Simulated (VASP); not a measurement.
Wanted: the native input for a VASP 6.6.1 run.

* Task: single point
* Functional: LDA
* Potentials or basis: VASP PAW LDA potentials, release 64 (Al, Ti_sv, H)
* Cutoff: 520 eV
* k mesh: 6 × 6 × 1
* Occupations: gaussian, width 0.1 eV
* Spin: no spin polarisation
* Dipole correction: yes
* Further INCAR settings: ALGO = Normal; EDIFF = 1e-06; NBANDS = 33

The structure of TiAl3H lies in POSCAR:

```
TiAl3H
1.0
    5.0133158832      0.0000000000      0.0000000000
    2.1650041019      4.5217356605      0.0000000000
    0.0000000000      0.0000000000     22.0677223531
Al Ti H
6 2 2
Direct
    0.5000000000      0.0000000000      0.1812602105
    0.0000000000      0.5000000000      0.1812602105
    0.0000000000      0.0000000000      0.2418017965
    0.0000000000      0.5000000000      0.3061179612
    0.5000000000      0.0000000000      0.3061179612
    0.5000000000      0.5000000000      0.3655892631
    0.5000000000      0.5000000000      0.2418017965
    0.0000000000      0.0000000000      0.3624433202
    0.0000000000     -0.0748007923      0.5287234526
    0.0000000000      0.0748007923      0.5287234526
```

One way to write it, as run:

INCAR

```
SYSTEM = TiAl3H
  PREC = Accurate
  ENCUT = 520
  EDIFF = 1E-6
  ISMEAR = 0
  SIGMA = 0.1
  LREAL = .FALSE.
  LASPH = .TRUE.
  NELM = 80
  ALGO = Normal
  ISIF = 2
  LWAVE = .FALSE.
  LCHARG = .FALSE.
  LDIPOL = .TRUE.
  IDIPOL = 3
  DIPOL = 0.5 0.5 0.324
  NBANDS = 33
```

KPOINTS

```
Automatic mesh
0
G
  6 6 1
  0 0 0
```

Potentials or basis: VASP PAW LDA potentials, release 64 (Al, Ti_sv, H).

The run is started by

```sh
$ cat potpaw_LDA.64/Al/POTCAR potpaw_LDA.64/Ti_sv/POTCAR potpaw_LDA.64/H/POTCAR > POTCAR
$ mpirun -np 1 vasp_std > vasp.out
```

It gave:

* Largest force: 0.666 eV/Å
* Band gap on the k mesh: zero (bands 22 and 23 overlap by 0.37 eV)

It took 8.4 min on 1 thread of Intel(R) Xeon(R) 6975P-C (Granite Rapids), with other jobs on the host, peak memory 0.6 GiB.
